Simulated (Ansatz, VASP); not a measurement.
One calculation of KCl, two programs

The input POSCAR:

```
KCl
1.0
    0.0000000000      3.1087585000      3.1561000000
    3.2034415000      0.0000000000      3.1561000000
    3.2034415000      3.1087585000      0.0000000000
K Cl
1 1
Direct
    0.0000000000      0.0000000000      0.0000000000
    0.5000000000      0.5000000000      0.5000000000
```

INCAR.step1

```
PREC = Accurate
ENCUT = 550
ISMEAR = 0
SIGMA = 0.05
LREAL = F
LASPH = T
NELM = 120
NBANDS = 15
GGA = PE
ALGO = Normal
EDIFF = 1E-5
LWAVE = T
LCHARG = F
GGA_COMPAT = F
```

The input INCAR.step2:

```
PREC = Accurate
ENCUT = 550
EDIFF = 1E-6
ISMEAR = 0
SIGMA = 0.05
LREAL = F
LASPH = T
NELM = 120
ALGO = Normal
ISIF = 2
LWAVE = F
LCHARG = F
METAGGA = R2SCAN
LMIXTAU = T
NBANDS = 15
ISTART = 1
GGA_COMPAT = F
```

The input KPOINTS:

```
regular mesh
0
Gamma
  6 6 6
```

Input for Ansatz:

```yaml
crystal:
  lattice:
    - [0.0, 3.1087585, 3.1561]
    - [3.2034415, 0.0, 3.1561]
    - [3.2034415, 3.1087585, 0.0]
  atoms:
    - { symbol: K, position: [0.0, 0.0, 0.0] }
    - { symbol: Cl, position: [0.5, 0.5, 0.5] }
basis:
  ecutwfc: 500
kpoints:
  mp_grid: { grid: [6, 6, 6] }
hamiltonian:
  xc: r2scan
scf:
  occupations: { method: gaussian, width: 0.05 }
output:
  forces: true
  stress: true
  eigenvalues: true
```

Change from the starting cell: strain +0.0150 x Voigt [1, -1, 0, 0, 0, 0], atoms carried along.

Alike in both runs: task single point; functional r2SCAN; k mesh 6 × 6 × 6; occupations gaussian, width 0.05 eV; no spin polarisation.

|  | VASP | Ansatz |
| --- | --- | --- |
| version | VASP 6.6.1 | Ansatz 0.2.0 |
| potentials or method | VASP PAW PBE potentials, release 64 (K_sv, Cl), cutoff 550 eV | scalar-relativistic, plane waves, PAW |
| valence electrons in the cell | 16 | 16 |

|  | VASP | Ansatz | Ansatz less VASP |
| --- | --- | --- | --- |
| gap on the k mesh at the Fermi level (eV) | 5.78 | 5.78 | -0.003 |
| least direct gap on the mesh (eV) | 5.78 | 5.78 | -0.003 |
| pressure (GPa) | -0.1 | -0.1 | -0.01 |
| traceless stress, the component that is largest in VASP (GPa) | 0.60 | 0.59 | -0.008 |

VASP's potentials were made for PBE, not for r2SCAN.
